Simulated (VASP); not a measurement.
# MgO (MgO (100), 4 layers) in VASP: a series of runs, part 2 of 2

VASP 6.6.1. The steps go on from the part before.

## Step 4: Single point, PBE

Contents of INCAR:

```
PREC     = Accurate       # precision mode
ENCUT    = 520            # plane-wave cutoff, eV
EDIFF    = 1E-7           # SCF threshold, eV
ISMEAR   = -1             # smearing method
SIGMA    = 0.02           # smearing width, eV
LREAL    = F              # projectors in reciprocal space
LASPH    = T              # aspherical terms in the spheres
NELM     = 60             # most SCF steps
ALGO     = Normal         # electronic algorithm
ISIF     = 2              # what is computed and relaxed
LWAVE    = F              # write WAVECAR
LCHARG   = T              # write CHGCAR
LDIPOL   = T            
IDIPOL   = 3            
DIPOL    = 0.5 0.5 0.500
GGA      = PE             # functional
LELF     = T              # ELF
LVHAR    = T            
LVACPOTAV= T            
NBANDS   = 26             # bands
```

Contents of KPOINTS:

```
Automatic mesh
0
Gamma
  10 10 1
```

Contents of POSCAR:

```
MgO
1.0
    3.0079491114      0.0000000000      0.0000000000
    0.0000000000      3.0079491114      0.0000000000
    0.0000000000      0.0000000000     22.3808000000
Mg O
4 4
Direct
    0.0000000000      0.0000000000      0.3585462131
    0.5000000000      0.5000000000      0.4522504723
    0.0000000000      0.0000000000      0.5477495269
    0.5000000000      0.5000000000      0.6414537857
    0.5000000000      0.5000000000      0.3563276375
    0.0000000000      0.0000000000      0.4526719459
    0.5000000000      0.5000000000      0.5473280540
    0.0000000000      0.0000000000      0.6436723635
```

Potentials or basis: VASP PAW PBE potentials, release 64 (Mg, O).

On the command line:

```console
$ cat potpaw_PBE.64/Mg/POTCAR potpaw_PBE.64/O/POTCAR > POTCAR
$ mpirun -np 1 vasp_std > vasp.out
```

OUTCAR:

```text
PREC = Accurate
   ENCUT = 520
   EDIFF = 1E-7
   ISMEAR = -1
   LREAL = F
   LASPH = T
   NELM = 60
   ISIF = 2
   GGA = PE

 ion  position               nearest neighbor table
   1  0.000  0.000  0.359-   6 2.11   5 2.13   5 2.13   5 2.13   5 2.13   2 2.99   2 2.99   2 2.99
                             2 2.99
   2  0.500  0.500  0.452-   6 2.13   6 2.13   6 2.13   6 2.13   7 2.13   5 2.15   1 2.99   1 2.99
                             1 2.99   1 2.99   3 3.02   3 3.02   3 3.02   3 3.02
   3  0.000  0.000  0.548-   7 2.13   7 2.13   7 2.13   7 2.13   6 2.13   8 2.15   4 2.99   4 2.99
                             4 2.99   4 2.99   2 3.02   2 3.02   2 3.02   2 3.02
   4  0.500  0.500  0.641-   7 2.11   8 2.13   8 2.13   8 2.13   8 2.13   3 2.99   3 2.99   3 2.99
                             3 2.99
   5  0.500  0.500  0.356-   1 2.13   1 2.13   1 2.13   1 2.13   2 2.15
   6  0.000  0.000  0.453-   1 2.11   2 2.13   2 2.13   2 2.13   2 2.13   3 2.13
   7  0.500  0.500  0.547-   4 2.11   3 2.13   3 2.13   3 2.13   3 2.13   2 2.13
   8  0.000  0.000  0.644-   4 2.13   4 2.13   4 2.13   4 2.13   3 2.15

  LATTYP: Found a simple tetragonal cell.
 ALAT       =     3.0079491114
 C/A-ratio  =     7.4405514093

  Lattice vectors:

 A1 = (   3.0079491114,   0.0000000000,   0.0000000000)
 A2 = (   0.0000000000,   3.0079491114,   0.0000000000)
 A3 = (   0.0000000000,   0.0000000000,  22.3808000000)

Analysis of symmetry for initial positions (statically):
=====================================================================
 Subroutine PRICEL returns:
 Original cell was already a primitive cell.

 Routine SETGRP: Setting up the symmetry group for a
 simple tetragonal supercell.

 Subroutine GETGRP returns: Found 16 space group operations
 (whereof  8 operations were pure point group operations)
 out of a pool of 16 trial point group operations.

The static configuration has the point symmetry C_4v.
 The point group associated with its full space group is D_4h.

Analysis of symmetry for dynamics (positions and initial velocities):
=====================================================================
 Subroutine PRICEL returns:
 Original cell was already a primitive cell.

 Routine SETGRP: Setting up the symmetry group for a
 simple tetragonal supercell.

 Subroutine GETGRP returns: Found 16 space group operations
 (whereof  8 operations were pure point group operations)
 out of a pool of 16 trial point group operations.

The dynamic configuration has the point symmetry C_4v.
 The point group associated with its full space group is D_4h.

 Subroutine INISYM returns: Found 16 space group operations
 (whereof  8 operations are pure point group operations),
 and found     1 'primitive' translations

----------------------------------------------------------------------------------------

                                     Primitive cell

  volume of cell :     202.4961

  direct lattice vectors                    reciprocal lattice vectors
     3.007949111  0.000000000  0.000000000     0.332452433  0.000000000  0.000000000
     0.000000000  3.007949111  0.000000000     0.000000000  0.332452433  0.000000000
[... 75 lines left out ...]
   k-points           NKPTS =     21   k-points in BZ     NKDIM =     21   number of bands    NBANDS=     26
   number of dos      NEDOS =    301   number of ions     NIONS =      8
   total plane-waves  NPLWV =  96768
   dimension x,y,z NGX =    24 NGY =   24 NGZ =  168
   dimension x,y,z NGXF=    48 NGYF=   48 NGZF=  336
   ions per type =               4   4
   NGX,Y,Z   is equivalent  to a cutoff of  13.26, 13.26, 12.48 a.u.
   NGXF,Y,Z  is equivalent  to a cutoff of  26.53, 26.53, 24.96 a.u.
 SYSTEM =  unknown system
   PREC   = accura    normal or accurate (medium, high low for compatibility)
   ISTART =      0    job   : 0-new  1-cont  2-samecut
   ICHARG =      2    charge: 1-file 2-atom 10-const
   ISPIN  =      1    spin polarized calculation?
   LNONCOLLINEAR =      F non collinear calculations
   LSORBIT =      F    spin-orbit coupling
   LASPH  =      T    aspherical Exc in radial PAW
   ENCUT  =  520.0 eV  38.22 Ry    6.18 a.u.   5.59  5.59 41.61*2*pi/ulx,y,z
   NELM   =     60;   NELMIN=  2; NELMDL= -5     # of ELM steps
   EDIFF  = 0.1E-06   stopping-criterion for ELM
   LREAL  =      F    real-space projection
   EDIFFG = 0.1E-05   stopping-criterion for IOM
   NSW    =      0    number of steps for IOM
   IBRION =     -1    ionic relax: 0-MD 1-quasi-New 2-CG
   NFREE  =      0    steps in history (QN), initial steepest desc. (CG)
   ISIF   =      2    stress and relaxation
   ISYM   =      2    0-nonsym 1-usesym 2-fastsym
   POTIM  = 0.5000    time-step for ionic-motion
   TEBEG  =    0.0;   TEEND  =   0.0 temperature during run
   PSTRESS=    0.0 pullay stress
   NELECT =      32.0000    total number of electrons
   NUPDOWN=      -1.0000    fix difference up-down
   EMIN   =  10.00;   EMAX   =-10.00  energy-range for DOS
   EFERMI =   0.00;   METHOD = LEGACY
   ISMEAR =    -1;   SIGMA  =   0.02  broadening in eV -4-tet -1-fermi 0-gaus
   EFERMI_NEDOS =   21; number of points for ismear=-14 and -15
   IALGO  =     38    algorithm
   IMIX   =      4    mixing-type and parameters
     AMIX     =   0.40;   BMIX     =  1.00
     AMIX_MAG =   1.60;   BMIX_MAG =  1.00
  volume/ion in A,a.u.               =      25.31       170.81
  Fermi-wavevector in a.u.,A,eV,Ry     =   0.885087  1.672572 10.658518  0.783379
  Thomas-Fermi vector in A             =   2.006074
   LORBIT       =      0    0 simple, 1 ext, 2 COOP (PROOUT), +10 PAW based schemes
   GGA     = PE    functional components
   LHFCALC =     F    Hartree Fock is set to
   AEXX    =    0.0000 exact exchange contribution
   IVDW    =     0    specifies the selected vdW correction
   LEPSILON=     F    determine dielectric tensor
   LRPA    =     F    only Hartree local field effects (RPA)
 non-spin polarized calculation
  energy-cutoff  :      520.00
  volume of cell :      202.50
 maximum number of plane-waves:      5491
 NGX is ok and might be reduce to    24
   NGX = 11   NGY = 11   NGZ = 83

 dipolmoment           0.000000      0.000000      0.000000 electrons x Angstroem

 number of electron      31.9999994 magnetization

 dipolmoment           0.000000      0.000000     -0.000000 electrons x Angstroem

 Free energy of the ion-electron system (eV)
  ---------------------------------------------------
  ext. energy  EPLUGINS =         0.00000000
  ---------------------------------------------------
  free energy    TOTEN  =       -46.62562066 eV

  energy without entropy =      -46.62562066  energy(sigma->0) =      -46.62562066

 E-fermi :  -1.6922     XC(G=0):  -4.8295

 val. band max:       -2.1101302255   @ k =   0.0000   0.0000   0.0000
 cond. band min:       1.3958169172   @ k =   0.0000   0.0000   0.0000
 fundamental gap:      3.5059471426
 Fermi energy:        -1.6922226058

 k-point     1 :       0.0000    0.0000    0.0000
  band No.  band energies     occupation
      1     -19.0193      2.00000
      2     -18.4647      2.00000
      3     -17.8848      2.00000
      4     -17.7064      2.00000
      5      -5.7038      2.00000
      6      -4.6892      2.00000
[... 598 lines left out ...]
     25       9.2107      0.00000
     26       9.2107      0.00000

------------------------ aborting loop because EDIFF is reached ----------------------------------------

  FORCE on cell =-STRESS in cart. coord.  units (eV):
  Direction    XX          YY          ZZ          XY          YZ          ZX
  --------------------------------------------------------------------------------------
  -------------------------------------------------------------------------------------
  Total       -4.0790544     -4.0790544     -0.2531097      0.0000000      0.0000000      0.0000000
  in kB      -32.2740530    -32.2740530     -2.0026394      0.0000000      0.0000000      0.0000000
  external PRESSURE =     -22.1835818 kB  Pullay stress =       0.0000000 kB

 VOLUME and BASIS-vectors are now :
 -----------------------------------------------------------------------------
  energy-cutoff  :      520.00
  volume of cell :      202.50
      direct lattice vectors                 reciprocal lattice vectors
     3.007949111  0.000000000  0.000000000     0.332452433  0.000000000  0.000000000
     0.000000000  3.007949111  0.000000000     0.000000000  0.332452433  0.000000000
     0.000000000  0.000000000 22.380800000     0.000000000  0.000000000  0.044681155

 POSITION                                       TOTAL-FORCE (eV/Angst)
 -----------------------------------------------------------------------------------
      0.00000      0.00000      8.02455        -0.000000     -0.000000      0.023810
      1.50397      1.50397     10.12173        -0.000000     -0.000000      0.004052
      0.00000      0.00000     12.25907        -0.000000      0.000000     -0.004052
      1.50397      1.50397     14.35625         0.000000     -0.000000     -0.023810
      1.50397      1.50397      7.97490        -0.000000      0.000000     -0.002140
      0.00000      0.00000     10.13116        -0.000000     -0.000000      0.004814
      1.50397      1.50397     12.24964         0.000000      0.000000     -0.004814
      0.00000      0.00000     14.40590        -0.000000     -0.000000      0.002140
 -----------------------------------------------------------------------------------
    total drift:                                0.000000     -0.000000     -0.000027

  FREE ENERGIE OF THE ION-ELECTRON SYSTEM (eV)
  ---------------------------------------------------
  free  energy   TOTEN  =       -46.6256206562 eV

  energy  without entropy=      -46.6256206562  energy(sigma->0) =      -46.62562066

 vacuum level on the upper side and lower side of the slab         3.117         3.117
```

It took 69 s on 1 thread of Intel Xeon 6975P-C (Granite Rapids), shared host; peak memory 0.33 GiB.

Results:

| Quantity | Value |
| --- | --- |
| Free energy | -46.6256 eV |
| Largest force | 0.024 eV/Å |
| Band gap on the k mesh | 3.51 eV, direct |

Forces in eV/Å, atoms in the order of the input:
```
Mg   0.000  0.000  0.024
Mg   0.000  0.000  0.004
Mg   0.000  0.000 -0.004
Mg   0.000  0.000 -0.024
O    0.000  0.000 -0.002
O    0.000  0.000  0.005
O    0.000  0.000 -0.005
O    0.000  0.000  0.002
```
